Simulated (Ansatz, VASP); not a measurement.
**One calculation of Ta, two programs**

INCAR

```
SYSTEM = Ta
PREC = Accurate ; ENCUT = 520
EDIFF = 1E-7 ; ISMEAR = 0
SIGMA = 0.15 ; LREAL = .FALSE.
LASPH = .TRUE. ; NELM = 100
ALGO = Normal ; ISIF = 2
LWAVE = .FALSE. ; LCHARG = .FALSE.
GGA = PE ; NBANDS = 12
```

The input KPOINTS:

```
Automatic mesh
0
G
  18 18 18
  0 0 0
```

POSCAR

```
Ta
1.0
   -1.6594835689      1.6594835689      1.6594835689
    1.6594835689     -1.6594835689      1.6594835689
    1.6594835689      1.6594835689     -1.6594835689
Ta
1
Direct
    0.0000000000      0.0000000000      0.0000000000
```

Input for Ansatz:

```yaml
crystal:
  lattice:
    - [-1.6594835689, 1.6594835689, 1.6594835689]
    - [1.6594835689, -1.6594835689, 1.6594835689]
    - [1.6594835689, 1.6594835689, -1.6594835689]
  atoms:
    - { symbol: Ta, position: [0.0, 0.0, 0.0] }
basis:
  ecutwfc: 420
kpoints:
  mp_grid: { grid: [18, 18, 18] }
hamiltonian:
  xc: pbe
  pseudopotentials: { kind: paw, azcp: { folder: soft_1 } }
scf:
  occupations: { method: gaussian, width: 0.15 }
output:
  forces: true
  stress: true
  eigenvalues: true
  write_density: true
  write_potential: true
  elf: true
  volumetric_format: npy
```

Alike in both runs: task single point; functional PBE; k mesh 18 × 18 × 18; occupations gaussian, width 0.15 eV; no spin polarisation.

|  | VASP | Ansatz |
| --- | --- | --- |
| version | VASP 6.6.1 | Ansatz 0.2.0 |
| potentials or method | VASP PAW PBE potentials, release 64 (Ta_pv), cutoff 520 eV | scalar-relativistic, plane waves, PAW |
| valence electrons in the cell | 11 | 13 |

```csv
,VASP,Ansatz,Ansatz less VASP
gap on the k mesh at the Fermi level (eV),none,none,-
pressure (GPa),0.1,0.0,-0.07
```

A gap of «none» marks a metal or a gap that the smearing closes. VASP's potentials hold 11 valence electrons a cell and Ansatz's 13, so a difference there can come from the potentials and not from the codes.

Spin-orbit coupling is off throughout.
